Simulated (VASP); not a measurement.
# Tl3ICl2 (P3m1) in VASP: single point with PBE

Aim: the single point of Tl3ICl2 with PBE.

Everything below comes from runs of VASP 6.6.1. Logs are shortened: lines on timing, memory, paths and dates and some standing lists are left out, and cuts for length are marked.

## (1) The cell of the first run

The structure is trigonal, space group P3m1 (No. 156). Conventional cell: a = 4.608 Å, b = 4.608 Å, c = 12.333 Å, α = 90.00°, β = 90.00°, γ = 120.00°. Tl (site symmetry 3m) has 3 Cl at 3.27 Å and 3 I at 3.54 Å and 1 Tl at 3.85 Å within 4.3 Å. Tl (site symmetry 3m) has 3 Cl at 3.31 Å and 3 I at 3.50 Å and 1 Tl at 3.87 Å within 4.4 Å. Within 4.3 Å of Tl (site symmetry 3m) lie 6 Cl at 3.27 to 3.30 Å and 2 Tl at 3.85 to 3.87 Å. Within 4.7 Å of I (site symmetry 3m) lie 6 Tl at 3.50 to 3.54 Å and 1 Cl at 4.24 Å and 6 I at 4.61 Å. Within 4.3 Å of Cl (site symmetry 3m) lie 6 Tl at 3.27 to 3.30 Å. Within 4.3 Å of Cl (site symmetry 3m) lie 6 Tl at 3.27 to 3.31 Å and 1 I at 4.24 Å.

The cell was generated, and may not be a known phase.

## (2) Single point, PBE

INCAR reads:

```
PREC = Accurate
ENCUT = 500
EDIFF = 1E-6
ISMEAR = 0
SIGMA = 0.15
LREAL = F
LASPH = T
NELM = 120
ALGO = Normal
ISIF = 2
LWAVE = F
LCHARG = F
GGA = PE
NBANDS = 39
GGA_COMPAT = F
```

KPOINTS reads:

```
regular mesh
0
Gamma
  3 3 1
```

POSCAR reads:

```
Tl3ICl2
1.0
    4.6078686967     -0.0000000028      0.0000000000
   -2.3039343460      3.9905313500      0.0000000000
    0.0000000000      0.0000000000     12.3327906996
Tl I Cl
3 1 2
Direct
    0.6666666667      0.3333333333      0.2889796323
    0.6666666667      0.3333333333      0.6624922881
    0.6666666667      0.3333333333     -0.0235529216
    0.3333333333      0.6666666667      0.4785681501
    0.0000000000      0.0000000000      0.1342551415
    0.3333333333      0.6666666667      0.8227640296
```

Potentials or basis: VASP PAW PBE potentials, release 64 (Tl_d, I, Cl).

Command:

```
$ cat potpaw_PBE.64/Tl_d/POTCAR potpaw_PBE.64/I/POTCAR potpaw_PBE.64/Cl/POTCAR > POTCAR
$ mpirun -np 1 vasp_std > vasp.out
```

OUTCAR:

```text
PREC = Accurate
   ENCUT = 500
   EDIFF = 1E-6
   ISMEAR = 0
   LREAL = F
   LASPH = T
   NELM = 120
   ISIF = 2
   GGA = PE

 ion  position               nearest neighbor table
   1  0.667  0.333  0.289-   5 3.27   5 3.27   5 3.27   4 3.54   4 3.54   4 3.54   3 3.85
   2  0.667  0.333  0.662-   6 3.31   6 3.31   6 3.31   4 3.50   4 3.50   4 3.50   3 3.87
   3  0.667  0.333  0.976-   6 3.27   6 3.27   6 3.27   5 3.30   5 3.30   5 3.30   1 3.85   2 3.87

   4  0.333  0.667  0.479-   2 3.50   2 3.50   2 3.50   1 3.54   1 3.54   1 3.54
   5  0.000  0.000  0.134-   1 3.27   1 3.27   1 3.27   3 3.30   3 3.30   3 3.30
   6  0.333  0.667  0.823-   3 3.27   3 3.27   3 3.27   2 3.31   2 3.31   2 3.31

  LATTYP: Found a hexagonal cell.
 ALAT       =     4.6078686967
 C/A-ratio  =     2.6764631354

  Lattice vectors:

 A1 = (   4.6078686967,  -0.0000000028,   0.0000000000)
 A2 = (  -2.3039343460,   3.9905313500,   0.0000000000)
 A3 = (   0.0000000000,   0.0000000000,  12.3327906996)

Analysis of symmetry for initial positions (statically):
=====================================================================
 Subroutine PRICEL returns:
 Original cell was already a primitive cell.

 Routine SETGRP: Setting up the symmetry group for a
 hexagonal supercell.

 Subroutine GETGRP returns: Found  6 space group operations
 (whereof  6 operations were pure point group operations)
 out of a pool of 24 trial point group operations.

The static configuration has the point symmetry C_3v.

Analysis of symmetry for dynamics (positions and initial velocities):
=====================================================================
 Subroutine PRICEL returns:
 Original cell was already a primitive cell.

 Routine SETGRP: Setting up the symmetry group for a
 hexagonal supercell.

 Subroutine GETGRP returns: Found  6 space group operations
 (whereof  6 operations were pure point group operations)
 out of a pool of 24 trial point group operations.

The dynamic configuration has the point symmetry C_3v.

 Subroutine INISYM returns: Found  6 space group operations
 (whereof  6 operations are pure point group operations),
 and found     1 'primitive' translations

----------------------------------------------------------------------------------------

                                     Primitive cell

  volume of cell :     226.7734

  direct lattice vectors                    reciprocal lattice vectors
     4.607868697 -0.000000003  0.000000000     0.217020073  0.125296597  0.000000000
    -2.303934346  3.990531350  0.000000000     0.000000000  0.250593195  0.000000000
     0.000000000  0.000000000 12.332790700     0.000000000  0.000000000  0.081084649

  length of vectors
     4.607868697  4.607868697 12.332790700     0.250593195  0.250593195  0.081084649

  position of ions in fractional coordinates (direct lattice)
     0.666666667  0.333333333  0.288979632
     0.666666667  0.333333333  0.662492288
     0.666666667  0.333333333  0.976447078
     0.333333333  0.666666667  0.478568150
     0.000000000  0.000000000  0.134255141
     0.333333333  0.666666667  0.822764030

  ion indices of the primitive-cell ions
   primitive index   ion index
                 1           1
                 2           2
                 3           3
                 4           4
                 5           5
                 6           6

----------------------------------------------------------------------------------------

 KPOINTS: regular mesh

Automatic generation of k-mesh.
 Grid dimensions read from file:
 generate k-points for:    3    3    1

 Generating k-lattice:

  Cartesian coordinates                     Fractional coordinates (reciprocal lattice)
     0.072340024  0.041765532  0.000000000     0.333333333  0.000000000  0.000000000
     0.000000000  0.083531065  0.000000000     0.000000000  0.333333333  0.000000000
     0.000000000  0.000000000  0.081084649     0.000000000  0.000000000  1.000000000

  Length of vectors
     0.083531065  0.083531065  0.081084649

  Shift w.r.t. Gamma in fractional coordinates (k-lattice)
     0.000000000  0.000000000  0.000000000

 Subroutine IBZKPT returns following result:
 ===========================================

 Found      3 irreducible k-points:

 Following reciprocal coordinates:
            Coordinates               Weight
  0.000000  0.000000  0.000000      1.000000
  0.333333  0.000000  0.000000      6.000000
  0.333333  0.333333  0.000000      2.000000
   k-points           NKPTS =      3   k-points in BZ     NKDIM =      3   number of bands    NBANDS=     39
   number of dos      NEDOS =    301   number of ions     NIONS =      6
   total plane-waves  NPLWV = 116640
   dimension x,y,z NGX =    36 NGY =   36 NGZ =   90
   dimension x,y,z NGXF=    72 NGYF=   72 NGZF=  180
   ions per type =               3   1   2
   NGX,Y,Z   is equivalent  to a cutoff of  12.99, 12.99, 12.13 a.u.
   NGXF,Y,Z  is equivalent  to a cutoff of  25.98, 25.98, 24.26 a.u.
 SYSTEM =  unknown system
   PREC   = accura    normal or accurate (medium, high low for compatibility)
   ISTART =      0    job   : 0-new  1-cont  2-samecut
   ICHARG =      2    charge: 1-file 2-atom 10-const
   ISPIN  =      1    spin polarized calculation?
   LNONCOLLINEAR =      F non collinear calculations
   LSORBIT =      F    spin-orbit coupling
   LASPH  =      T    aspherical Exc in radial PAW
   ENCUT  =  500.0 eV  36.75 Ry    6.06 a.u.   8.40  8.40 22.49*2*pi/ulx,y,z
   NELM   =    120;   NELMIN=  2; NELMDL= -5     # of ELM steps
   EDIFF  = 0.1E-05   stopping-criterion for ELM
   LREAL  =      F    real-space projection
   EDIFFG = 0.1E-04   stopping-criterion for IOM
   NSW    =      0    number of steps for IOM
   IBRION =     -1    ionic relax: 0-MD 1-quasi-New 2-CG
   NFREE  =      0    steps in history (QN), initial steepest desc. (CG)
   ISIF   =      2    stress and relaxation
   ISYM   =      2    0-nonsym 1-usesym 2-fastsym
   POTIM  = 0.5000    time-step for ionic-motion
   TEBEG  =    0.0;   TEEND  =   0.0 temperature during run
   PSTRESS=    0.0 pullay stress
   NELECT =      60.0000    total number of electrons
   NUPDOWN=      -1.0000    fix difference up-down
   EMIN   =  10.00;   EMAX   =-10.00  energy-range for DOS
   EFERMI =   0.00;   METHOD = LEGACY
   ISMEAR =     0;   SIGMA  =   0.15  broadening in eV -4-tet -1-fermi 0-gaus
   EFERMI_NEDOS =   21; number of points for ismear=-14 and -15
   IALGO  =     38    algorithm
   IMIX   =      4    mixing-type and parameters
     AMIX     =   0.40;   BMIX     =  1.00
     AMIX_MAG =   1.60;   BMIX_MAG =  1.00
  volume/ion in A,a.u.               =      37.80       255.06
  Fermi-wavevector in a.u.,A,eV,Ry     =   1.050980  1.986065 15.028442  1.104559
  Thomas-Fermi vector in A             =   2.186005
   LORBIT       =      0    0 simple, 1 ext, 2 COOP (PROOUT), +10 PAW based schemes
   GGA     = PE    functional components
   LHFCALC =     F    Hartree Fock is set to
   AEXX    =    0.0000 exact exchange contribution
   IVDW    =     0    specifies the selected vdW correction
   LEPSILON=     F    determine dielectric tensor
   LRPA    =     F    only Hartree local field effects (RPA)
 non-spin polarized calculation
 Gauss-broadening in eV      SIGMA  =   0.15
  energy-cutoff  :      500.00
  volume of cell :      226.77
 maximum number of plane-waves:      5787
 NGX is ok and might be reduce to    36
   NGX = 17   NGY = 17   NGZ = 45

 number of electron      59.9999988 magnetization

 Free energy of the ion-electron system (eV)
  ---------------------------------------------------
  ext. energy  EPLUGINS =         0.00000000
  ---------------------------------------------------
  free energy    TOTEN  =       -17.16089857 eV

  energy without entropy =      -17.16089857  energy(sigma->0) =      -17.16089857

 E-fermi :   2.1058     XC(G=0):  -7.9437

 val. band max:        1.4217883588   @ k =   0.3333   0.3333   0.0000
 cond. band min:       4.2359896138   @ k =   0.3333   0.3333   0.0000
 fundamental gap:      2.8142012550
 Fermi energy:         2.1057506684

 k-point     1 :       0.0000    0.0000    0.0000
  band No.  band energies     occupation
      1     -12.0993      2.00000
      2     -12.0181      2.00000
      3      -9.8375      2.00000
      4      -8.5098      2.00000
      5      -8.5061      2.00000
      6      -8.5061      2.00000
      7      -8.4670      2.00000
      8      -8.4670      2.00000
      9      -8.4544      2.00000
     10      -8.4544      2.00000
     11      -8.4531      2.00000
     12      -8.4250      2.00000
     13      -8.4250      2.00000
     14      -8.3444      2.00000
     15      -8.3444      2.00000
     16      -8.3427      2.00000
     17      -8.3243      2.00000
     18      -8.3243      2.00000
     19      -3.5148      2.00000
     20      -3.1584      2.00000
     21      -2.6866      2.00000
     22      -0.1377      2.00000
     23      -0.1377      2.00000
     24      -0.1188      2.00000
     25      -0.0502      2.00000
     26      -0.0502      2.00000
     27       0.9237      2.00000
     28       1.0113      2.00000
     29       1.0113      2.00000
     30       1.2269      2.00000
     31       4.6984      0.00000
     32       4.9744      0.00000
     33       6.5838      0.00000
     34       6.5838      0.00000
     35       6.7892      0.00000
     36       6.7892      0.00000
     37       7.1705      0.00000
     38       7.1705      0.00000
     39       8.4573      0.00000

 k-point     2 :       0.3333    0.0000    0.0000
  band No.  band energies     occupation
      1     -12.0383      2.00000
      2     -11.9867      2.00000
      3      -9.7229      2.00000
      4      -8.5103      2.00000
      5      -8.4884      2.00000
      6      -8.4772      2.00000
      7      -8.4710      2.00000
      8      -8.4593      2.00000
      9      -8.4467      2.00000
     10      -8.4355      2.00000
     11      -8.4310      2.00000
     12      -8.4192      2.00000
     13      -8.3642      2.00000
     14      -8.3430      2.00000
     15      -8.3306      2.00000
     16      -8.3211      2.00000
     17      -8.3120      2.00000
     18      -8.3033      2.00000
     19      -3.2599      2.00000
     20      -3.0464      2.00000
     21      -2.7160      2.00000
     22      -0.7469      2.00000
     23      -0.5932      2.00000
     24      -0.3868      2.00000
     25      -0.1429      2.00000
     26      -0.0693      2.00000
     27       0.3763      2.00000
     28       0.6972      2.00000
     29       0.7866      2.00000
     30       0.8769      2.00000
     31       4.3990      0.00000
     32       5.0905      0.00000
     33       5.6343      0.00000
     34       5.9325      0.00000
     35       6.1787      0.00000
     36       6.2422      0.00000
     37       6.6832      0.00000
     38       7.2115      0.00000
     39       7.8445      0.00000

 k-point     3 :       0.3333    0.3333    0.0000
  band No.  band energies     occupation
      1     -12.0130      2.00000
      2     -11.9656      2.00000
      3      -9.6660      2.00000
      4      -8.4941      2.00000
      5      -8.4888      2.00000
      6      -8.4806      2.00000
      7      -8.4794      2.00000
      8      -8.4500      2.00000
      9      -8.4300      2.00000
     10      -8.4294      2.00000
     11      -8.4284      2.00000
     12      -8.4117      2.00000
     13      -8.3359      2.00000
     14      -8.3295      2.00000
     15      -8.3216      2.00000
     16      -8.3143      2.00000
     17      -8.3008      2.00000
     18      -8.2903      2.00000
     19      -3.4381      2.00000
     20      -2.7330      2.00000
     21      -2.4193      2.00000
     22      -0.9479      2.00000
     23      -0.8231      2.00000
     24      -0.5745      2.00000
     25      -0.3916      2.00000
     26      -0.1160      2.00000
     27       0.0423      2.00000
     28       0.2077      2.00000
     29       0.2466      2.00000
     30       1.4218      2.00000
     31       4.2360      0.00000
     32       5.1130      0.00000
     33       5.4779      0.00000
     34       5.5660      0.00000
     35       5.6438      0.00000
     36       6.2496      0.00000
     37       6.6202      0.00000
     38       7.0446      0.00000
     39       7.6033      0.00000

------------------------ aborting loop because EDIFF is reached ----------------------------------------

  FORCE on cell =-STRESS in cart. coord.  units (eV):
  Direction    XX          YY          ZZ          XY          YZ          ZX
  --------------------------------------------------------------------------------------
  -------------------------------------------------------------------------------------
  Total        0.0349761      0.0349761      0.0031946     -0.0000000      0.0000000      0.0000000
  in kB        0.2471100      0.2471100      0.0225704     -0.0000000      0.0000000      0.0000000
  external PRESSURE =       0.1722635 kB  Pullay stress =       0.0000000 kB

 VOLUME and BASIS-vectors are now :
 -----------------------------------------------------------------------------
  energy-cutoff  :      500.00
  volume of cell :      226.77
      direct lattice vectors                 reciprocal lattice vectors
     4.607868697 -0.000000003  0.000000000     0.217020073  0.125296597  0.000000000
    -2.303934346  3.990531350  0.000000000     0.000000000  0.250593195  0.000000000
     0.000000000  0.000000000 12.332790700     0.000000000  0.000000000  0.081084649

 POSITION                                       TOTAL-FORCE (eV/Angst)
 -----------------------------------------------------------------------------------
      2.30393      1.33018      3.56393        -0.000000      0.000000      0.023500
      2.30393      1.33018      8.17038         0.000000     -0.000000      0.036362
      2.30393      1.33018     12.04232         0.000000     -0.000000     -0.033635
      0.00000      2.66035      5.90208        -0.000000     -0.000000     -0.066348
      0.00000      0.00000      1.65574        -0.000000      0.000000      0.039597
      0.00000      2.66035     10.14698         0.000000     -0.000000      0.000524
 -----------------------------------------------------------------------------------
    total drift:                               -0.000000      0.000000     -0.000300

  FREE ENERGIE OF THE ION-ELECTRON SYSTEM (eV)
  ---------------------------------------------------
  free  energy   TOTEN  =       -17.1608985747 eV

  energy  without entropy=      -17.1608985746  energy(sigma->0) =      -17.16089857
```

Run time: 82 s. Hardware: 1 thread of Intel Xeon 8259CL, shared host; peak memory 0.33 GiB.

Results:

* Free energy: -17.1609 eV
* Pressure: 0.0 GPa
* Largest force: 0.066 eV/Å
* Band gap on the k mesh: 2.81 eV

Forces on the atoms (eV/Å):
```
Tl   0.000  0.000  0.024
Tl   0.000  0.000  0.036
Tl   0.000  0.000 -0.034
I    0.000  0.000 -0.066
Cl   0.000  0.000  0.040
Cl   0.000  0.000  0.001
```

Levels at points of the mesh, in eV from the valence-band top:
```
           k point  band 26  band 27  band 28  band 29  band 30  band 31  band 32  band 33  band 34  band 35
(0.00, 0.00, 0.00)    -1.47    -0.50    -0.41    -0.41    -0.19     3.28     3.55     5.16     5.16     5.37
```

Caveat: the k points lie up to 0.52 Å⁻¹ apart; spin-orbit coupling is left out, which moves the levels of the heavy elements. A k mesh can miss the band edges.
